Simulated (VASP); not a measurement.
# NaCl (I4/mmm) in VASP: further runs, part 2 of 2

VASP 6.6.1. The steps go on from the part before.

### Step 3. Single point, PBEsol

This run uses another cell than the first one, of the same volume but with other edges.

The input, INCAR:

```
PREC = Accurate
ENCUT = 520
EDIFF = 1E-6
ISMEAR = 0
SIGMA = 0.05
LREAL = F
LASPH = T
NELM = 100
ALGO = Normal
ISIF = 2
LWAVE = F
LCHARG = F
GGA = PS
NBANDS = 14
```

The input, KPOINTS:

```
Automatic mesh
0
Gamma
  8 8 8
```

The input, POSCAR:

```
NaCl
1.0
    0.0000000000      2.5946201812      3.3730062355
    2.5946201812      0.0000000000      3.3730062355
    2.5946201812      2.5946201812      0.0000000000
Na Cl
1 1
Direct
    0.0000000000      0.0000000000      0.0000000000
    0.5000000000      0.5000000000      0.5000000000
```

Potentials or basis: VASP PAW PBE potentials, release 64 (Na_pv, Cl).

The run is started by

```sh
cat potpaw_PBE.64/Na_pv/POTCAR potpaw_PBE.64/Cl/POTCAR > POTCAR
mpirun -np 1 vasp_std > vasp.out
```

OUTCAR:

```text
PREC = Accurate
   ENCUT = 520
   EDIFF = 1E-6
   ISMEAR = 0
   LREAL = F
   LASPH = T
   NELM = 100
   ISIF = 2
   GGA = PS

 ion  position               nearest neighbor table
   1  0.000  0.000  0.000-   2 2.59   2 2.59   2 2.59   2 2.59
   2  0.500  0.500  0.500-   1 2.59   1 2.59   1 2.59   1 2.59

  LATTYP: Found a body centered tetragonal cell.
 ALAT       =     3.6693470495
 C/A-ratio  =     1.8384776311

  Lattice vectors:

 A1 = (  -2.5946201812,   0.0000000000,   3.3730062355)
 A2 = (   2.5946201812,   0.0000000000,   3.3730062355)
 A3 = (   0.0000000000,   2.5946201812,  -3.3730062355)

Analysis of symmetry for initial positions (statically):
=====================================================================
 Subroutine PRICEL returns:
 Original cell was already a primitive cell.

 Routine SETGRP: Setting up the symmetry group for a
 body centered tetragonal supercell.

 Subroutine GETGRP returns: Found 16 space group operations
 (whereof 16 operations were pure point group operations)
 out of a pool of 16 trial point group operations.

The static configuration has the point symmetry D_4h.

Analysis of symmetry for dynamics (positions and initial velocities):
=====================================================================
 Subroutine PRICEL returns:
 Original cell was already a primitive cell.

 Routine SETGRP: Setting up the symmetry group for a
 body centered tetragonal supercell.

 Subroutine GETGRP returns: Found 16 space group operations
 (whereof 16 operations were pure point group operations)
 out of a pool of 16 trial point group operations.

The dynamic configuration has the point symmetry D_4h.

 Subroutine INISYM returns: Found 16 space group operations
 (whereof 16 operations are pure point group operations),
 and found     1 'primitive' translations

----------------------------------------------------------------------------------------

                                     Primitive cell

  volume of cell :      45.4145

  direct lattice vectors                    reciprocal lattice vectors
     0.000000000  2.594620181  3.373006236    -0.192706433  0.192706433  0.148235718
     2.594620181  0.000000000  3.373006236     0.192706433 -0.192706433  0.148235718
     2.594620181  2.594620181  0.000000000     0.192706433  0.192706433 -0.148235718

  length of vectors
     4.255493502  4.255493502  3.669347049     0.310234374  0.310234374  0.310234374

  position of ions in fractional coordinates (direct lattice)
     0.000000000  0.000000000  0.000000000
     0.500000000  0.500000000  0.500000000

  ion indices of the primitive-cell ions
   primitive index   ion index
                 1           1
                 2           2

----------------------------------------------------------------------------------------

 KPOINTS: Automatic mesh

Automatic generation of k-mesh.
 Grid dimensions read from file:
 generate k-points for:    8    8    8

 Generating k-lattice:

  Cartesian coordinates                     Fractional coordinates (reciprocal lattice)
    -0.024088304  0.024088304  0.018529465     0.125000000 -0.000000000  0.000000000
     0.024088304 -0.024088304  0.018529465    -0.000000000  0.125000000  0.000000000
     0.024088304  0.024088304 -0.018529465     0.000000000  0.000000000  0.125000000

  Length of vectors
     0.038779297  0.038779297  0.038779297

  Shift w.r.t. Gamma in fractional coordinates (k-lattice)
     0.000000000  0.000000000  0.000000000

 Subroutine IBZKPT returns following result:
 ===========================================

 Found     59 irreducible k-points:

 Following reciprocal coordinates:
            Coordinates               Weight
  0.000000  0.000000  0.000000      1.000000
  0.125000  0.000000  0.000000      8.000000
  0.250000  0.000000  0.000000      8.000000
  0.375000 -0.000000  0.000000      8.000000
  0.500000  0.000000  0.000000      4.000000
  0.125000  0.125000  0.000000      2.000000
[... 16 lines left out ...]
  0.250000  0.000000  0.125000     16.000000
  0.375000  0.000000  0.125000     16.000000
 [... further k-points ...]
   k-points           NKPTS =     59   k-points in BZ     NKDIM =     59   number of bands    NBANDS=     14
   number of dos      NEDOS =    301   number of ions     NIONS =      2
   total plane-waves  NPLWV =  28672
   dimension x,y,z NGX =    32 NGY =   32 NGZ =   28
   dimension x,y,z NGXF=    64 NGYF=   64 NGZF=   56
   ions per type =               1   1
   NGX,Y,Z   is equivalent  to a cutoff of  12.50, 12.50, 12.69 a.u.
   NGXF,Y,Z  is equivalent  to a cutoff of  25.00, 25.00, 25.37 a.u.
 SYSTEM =  unknown system
   PREC   = accura    normal or accurate (medium, high low for compatibility)
   ISTART =      0    job   : 0-new  1-cont  2-samecut
   ICHARG =      2    charge: 1-file 2-atom 10-const
   ISPIN  =      1    spin polarized calculation?
   LNONCOLLINEAR =      F non collinear calculations
   LSORBIT =      F    spin-orbit coupling
   LASPH  =      T    aspherical Exc in radial PAW
   ENCUT  =  520.0 eV  38.22 Ry    6.18 a.u.   7.91  7.91  6.82*2*pi/ulx,y,z
   NELM   =    100;   NELMIN=  2; NELMDL= -5     # of ELM steps
   EDIFF  = 0.1E-05   stopping-criterion for ELM
   LREAL  =      F    real-space projection
   EDIFFG = 0.1E-04   stopping-criterion for IOM
   NSW    =      0    number of steps for IOM
   IBRION =     -1    ionic relax: 0-MD 1-quasi-New 2-CG
   NFREE  =      0    steps in history (QN), initial steepest desc. (CG)
   ISIF   =      2    stress and relaxation
   ISYM   =      2    0-nonsym 1-usesym 2-fastsym
   POTIM  = 0.5000    time-step for ionic-motion
   TEBEG  =    0.0;   TEEND  =   0.0 temperature during run
   PSTRESS=    0.0 pullay stress
   NELECT =      14.0000    total number of electrons
   NUPDOWN=      -1.0000    fix difference up-down
   EMIN   =  10.00;   EMAX   =-10.00  energy-range for DOS
   EFERMI =   0.00;   METHOD = LEGACY
   ISMEAR =     0;   SIGMA  =   0.05  broadening in eV -4-tet -1-fermi 0-gaus
   EFERMI_NEDOS =   21; number of points for ismear=-14 and -15
   IALGO  =     38    algorithm
   IMIX   =      4    mixing-type and parameters
     AMIX     =   0.40;   BMIX     =  1.00
     AMIX_MAG =   1.60;   BMIX_MAG =  1.00
  volume/ion in A,a.u.               =      22.71       153.24
  Fermi-wavevector in a.u.,A,eV,Ry     =   1.105909  2.089864 16.640388  1.223034
  Thomas-Fermi vector in A             =   2.242402
   LORBIT       =      0    0 simple, 1 ext, 2 COOP (PROOUT), +10 PAW based schemes
   GGA     = PS    functional components
   LHFCALC =     F    Hartree Fock is set to
   AEXX    =    0.0000 exact exchange contribution
   IVDW    =     0    specifies the selected vdW correction
   LEPSILON=     F    determine dielectric tensor
   LRPA    =     F    only Hartree local field effects (RPA)
 non-spin polarized calculation
 Gauss-broadening in eV      SIGMA  =   0.05
  energy-cutoff  :      520.00
  volume of cell :       45.41
 maximum number of plane-waves:      1236
   NGX = 15   NGY = 15   NGZ = 13

 number of electron      14.0000007 magnetization

 Free energy of the ion-electron system (eV)
  ---------------------------------------------------
  ext. energy  EPLUGINS =         0.00000000
  ---------------------------------------------------
  free energy    TOTEN  =        -6.79549377 eV

  energy without entropy =       -6.79549377  energy(sigma->0) =       -6.79549377

 E-fermi :  -0.6585     XC(G=0):  -8.1795

 val. band max:       -0.8918311345   @ k =   0.0000   0.0000   0.0000
 cond. band min:       4.0551249779   @ k =   0.0000   0.0000   0.0000
 fundamental gap:      4.9469561124
 Fermi energy:        -0.6584922083

 k-point     1 :       0.0000    0.0000    0.0000
  band No.  band energies     occupation
      1     -21.4382      2.00000
      2     -21.4026      2.00000
      3     -21.4026      2.00000
      4     -13.5859      2.00000
      5      -0.9909      2.00000
      6      -0.8918      2.00000
      7      -0.8918      2.00000
      8       4.0551      0.00000
      9       9.0883      0.00000
     10      10.7720      0.00000
     11      11.1225      0.00000
     12      11.1225      0.00000
     13      13.5394      0.00000
     14      13.8583      0.00000
[... 375 lines left out ...]
 k-point    24 :       0.3750    0.0000    0.1250
  band No.  band energies     occupation
      1     -21.4463      2.00000
      2     -21.4379      2.00000
      3     -21.4038      2.00000
      4     -13.2393      2.00000
      5      -2.5823      2.00000
      6      -1.2644      2.00000
      7      -1.1817      2.00000
      8       6.3084      0.00000
      9       8.4319      0.00000
     10      10.0668      0.00000
     11      10.7875      0.00000
     12      12.7209      0.00000
     13      13.9079      0.00000
     14      15.8851      0.00000

 [... further k-points ...]
[... 5 lines left out ...]
  --------------------------------------------------------------------------------------
  -------------------------------------------------------------------------------------
  Total        1.5944003      1.5944003     -0.6868216      0.0000000     -0.0000000      0.0000000
  in kB       56.2487943     56.2487943    -24.2303557      0.0000000     -0.0000000      0.0000000
  external PRESSURE =      29.4224109 kB  Pullay stress =       0.0000000 kB

 VOLUME and BASIS-vectors are now :
 -----------------------------------------------------------------------------
  energy-cutoff  :      520.00
  volume of cell :       45.41
      direct lattice vectors                 reciprocal lattice vectors
     0.000000000  2.594620181  3.373006236    -0.192706433  0.192706433  0.148235718
     2.594620181  0.000000000  3.373006236     0.192706433 -0.192706433  0.148235718
     2.594620181  2.594620181  0.000000000     0.192706433  0.192706433 -0.148235718

 POSITION                                       TOTAL-FORCE (eV/Angst)
 -----------------------------------------------------------------------------------
      0.00000      0.00000      0.00000         0.000000      0.000000      0.000000
      2.59462      2.59462      3.37301         0.000000      0.000000      0.000000
 -----------------------------------------------------------------------------------
    total drift:                                0.000000     -0.000000     -0.000000

  FREE ENERGIE OF THE ION-ELECTRON SYSTEM (eV)
  ---------------------------------------------------
  free  energy   TOTEN  =        -6.7954937689 eV

  energy  without entropy=       -6.7954937689  energy(sigma->0) =       -6.79549377
```

Run time: 54 s. Hardware: 1 thread of AMD EPYC 7R13, shared host; peak memory 0.15 GiB.

Results:

```yaml
Free_energy: -6.7955 eV
Pressure: 2.9 GPa
Band_gap_on_the_k_mesh: 4.95 eV
```

Caveat: the stress differs along the axes, from -2 to 6 GPa; the PAW data sets were made with another functional, which shifts forces and pressure a little.

### Step 4. Single point, PBEsol

This run uses another cell than the first one, of the same volume but with other edges.

The input, INCAR:

```
ALGO = Normal
EDIFF = 1E-6
ENCUT = 520
GGA = PS
ISIF = 2
ISMEAR = 0
LASPH = True
LCHARG = True
LELF = True
LREAL = False
LVHAR = True
LWAVE = False
NBANDS = 14
NELM = 100
PREC = Accurate
SIGMA = 0.05
```

The input, KPOINTS:

```
k-points
0
Gamma
  8 8 8
```

The input, POSCAR:

```
NaCl
1.0
    0.0000000000      2.9115592568      2.6786345162
    2.9115592568      0.0000000000      2.6786345162
    2.9115592568      2.9115592568      0.0000000000
Na Cl
1 1
Direct
    0.0000000000      0.0000000000      0.0000000000
    0.5000000000      0.5000000000      0.5000000000
```

The run is started by

```sh
cat potpaw_PBE.64/Na_pv/POTCAR potpaw_PBE.64/Cl/POTCAR > POTCAR
mpirun -np 1 vasp_std > vasp.out
```

It took 66 s on 1 thread of AMD EPYC 7R13, shared host; peak memory 0.15 GiB.

The run converged. Its results:

| Quantity | Value |
| --- | --- |
| Free energy | -6.9680 eV |
| Pressure | -0.3 GPa |
| Band gap on the k mesh | 4.87 eV |

Stress tensor (GPa, compression positive):
```
-1.55  0.00  0.00
 0.00 -1.55  0.00
 0.00  0.00  2.14
```

Levels at points of the mesh, in eV from the valence-band top:
```tsv
k point	band 4	band 5	band 6	band 7	band 8	band 9	band 10	band 11
(0.00, 0.00, 0.00)	-12.65	-0.08	0.00	0.00	4.87	10.79	10.79	11.41
(0.50, 0.00, 0.00)	-12.31	-1.96	-0.34	-0.25	7.02	10.36	10.41	11.32
(0.50, 0.50, 0.00)	-12.22	-1.65	-0.73	-0.73	7.43	7.67	11.54	14.13
(0.50, 0.00, 0.50)	-12.29	-1.71	-0.69	-0.44	7.41	8.02	10.76	14.16
```

Caveat: the PAW data sets were made with another functional, which shifts forces and pressure a little. A k mesh can miss the band edges.

### Step 5. Single point, PBEsol

This run uses another cell than the first one, of the same volume but with other edges.

The input, INCAR:

```
SYSTEM = NaCl
PREC     = Accurate       ! precision mode
ENCUT    = 520            ! plane-wave cutoff, eV
EDIFF    = 1E-6           ! SCF threshold, eV
ISMEAR   = 0              ! smearing method
SIGMA    = 0.05           ! smearing width, eV
LREAL    = .False.        ! projectors in reciprocal space
LASPH    = .True.         ! aspherical terms in the spheres
NELM     = 60             ! most SCF steps
ALGO     = Normal         ! electronic algorithm
ISIF     = 2              ! what is computed and relaxed
LWAVE    = .False.        ! write WAVECAR
LCHARG   = .True.         ! write CHGCAR
GGA      = PS             ! functional
LELF     = .True.         ! ELF
LVHAR    = .True.       
NBANDS   = 14             ! bands
```

The input, KPOINTS:

```
Automatic mesh
0
Gamma
  8 8 8
  0 0 0
```

The input, POSCAR:

```
NaCl
1.0
    0.0000000000      2.7431992127      3.0175191340
    2.7431992127      0.0000000000      3.0175191340
    2.7431992127      2.7431992127      0.0000000000
Na Cl
1 1
Direct
    0.0000000000      0.0000000000      0.0000000000
    0.5000000000      0.5000000000      0.5000000000
```

The run is started by

```sh
cat potpaw_PBE.64/Na_pv/POTCAR potpaw_PBE.64/Cl/POTCAR > POTCAR
mpirun -np 1 vasp_std > vasp.out
```

Wall time 53 s (1 thread of AMD EPYC 7R13, shared host); peak memory 0.15 GiB.

It converged, with:

| Quantity | Value |
| --- | --- |
| Free energy | -6.9669 eV |
| Pressure | -0.2 GPa |
| Band gap on the k mesh | 4.87 eV |

Stress tensor (GPa, compression positive):
```
 0.76  0.00  0.00
 0.00  0.76  0.00
 0.00  0.00 -2.25
```

Levels at points of the mesh, in eV from the valence-band top:
```tsv
k point	band 4	band 5	band 6	band 7	band 8	band 9	band 10	band 11
(0.00, 0.00, 0.00)	-12.65	-0.04	-0.04	0.00	4.87	10.52	11.25	11.25
(0.50, 0.00, 0.00)	-12.31	-1.97	-0.36	-0.23	7.02	10.36	10.44	11.32
(0.50, 0.50, 0.00)	-12.33	-1.72	-0.49	-0.49	7.45	8.12	10.43	14.95
(0.50, 0.00, 0.50)	-12.24	-1.68	-0.84	-0.53	7.42	7.81	11.31	13.69
```

Caveat: the PAW data sets were made with another functional, which shifts forces and pressure a little. A k mesh can miss the band edges.

### Step 6. Single point, PBEsol

This run uses another cell than the first one, of the same volume but with other edges.

The input, INCAR:

```
PREC = Accurate
ENCUT = 520
EDIFF = 1E-6
ISMEAR = 0
SIGMA = 0.05
LREAL = False
LASPH = True
NELM = 80
ALGO = Normal
ISIF = 2
LWAVE = False
LCHARG = False
GGA = PS
NBANDS = 14
```

The input, KPOINTS:

```
Automatic mesh
0
Gamma
  8 8 8
```

The input, POSCAR:

```
NaCl
1.0
    0.0000000000      3.2690165828      2.1248607788
    3.2690165828      0.0000000000      2.1248607788
    3.2690165828      3.2690165828      0.0000000000
Na Cl
1 1
Direct
    0.0000000000      0.0000000000      0.0000000000
    0.5000000000      0.5000000000      0.5000000000
```

Potentials or basis: VASP PAW PBE potentials, release 64 (Na_pv, Cl).

The run is started by

```sh
cat potpaw_PBE.64/Na_pv/POTCAR potpaw_PBE.64/Cl/POTCAR > POTCAR
mpirun -np 1 vasp_std > vasp.out
```

Run time: 41 s. Hardware: 1 thread of AMD EPYC 7R13, shared host; peak memory 0.15 GiB.

The run converged. Its results:

```yaml
Free_energy: -5.4866 eV
Pressure: 16.7 GPa
Band_gap_on_the_k_mesh: 4.83 eV (least direct gap 4.85 eV)
```

Stress tensor (GPa, compression positive):
```
-1.75  0.00  0.00
 0.00 -1.75  0.00
 0.00  0.00 53.60
```

Levels at points of the mesh, in eV from the valence-band top:
| k point | band 4 | band 5 | band 6 | band 7 | band 8 | band 9 | band 10 | band 11 |
| --- | --- | --- | --- | --- | --- | --- | --- | --- |
| (0.00, 0.00, 0.00) | -12.81 | -0.04 | -0.02 | -0.02 | 4.83 | 10.61 | 11.04 | 11.04 |
| (0.50, 0.00, 0.00) | -12.13 | -1.98 | -0.61 | -0.41 | 7.01 | 9.32 | 10.12 | 13.71 |
| (0.50, 0.50, 0.00) | -12.36 | -1.17 | -1.17 | -0.87 | 6.97 | 9.10 | 13.06 | 13.06 |
| (0.50, 0.00, 0.50) | -12.54 | -1.82 | -0.40 | 0.00 | 7.89 | 9.48 | 9.75 | 13.62 |

Caveat: the stress differs along the axes, from -2 to 54 GPa; the PAW data sets were made with another functional, which shifts forces and pressure a little.

### Step 7. Overview

| cell | gap on the mesh (eV) | pressure (GPa) |
| --- | --- | --- |
| a = 3.901, b = 3.901, c = 4.350 Å, angles 56.1, 56.1, 67.8°, 2 atoms | 4.85 | 4.0 |
| a = 4.255, b = 4.255, c = 3.669 Å, angles 64.5, 64.5, 51.1°, 2 atoms | 4.95 | 2.9 |
| a = 3.956, b = 3.956, c = 4.118 Å, angles 58.6, 58.6, 62.7°, 2 atoms | 4.87 | -0.3 |
| a = 4.078, b = 4.078, c = 3.879 Å, angles 61.6, 61.6, 56.8°, 2 atoms | 4.87 | -0.2 |
| a = 3.899, b = 3.899, c = 4.623 Å, angles 53.6, 53.6, 72.7°, 2 atoms | 4.83 | 16.7 |

Alike in all rows: task single point; level PBEsol; potentials or basis VASP PAW PBE potentials, release 64 (Na_pv, Cl); no spin polarisation; k mesh 8 × 8 × 8; cutoff (eV) 520; smearing gaussian 0.05 eV.

Caveats: the PAW data sets were made with another functional, which shifts forces and pressure a little; the stress differs along the axes, from -2 to 16 GPa (at least some runs); the stress differs along the axes, from -2 to 6 GPa (at least some runs); the stress differs along the axes, from -2 to 54 GPa (at least some runs).

Total energies depend on the potentials used, so only differences within one code and one set of settings carry meaning.
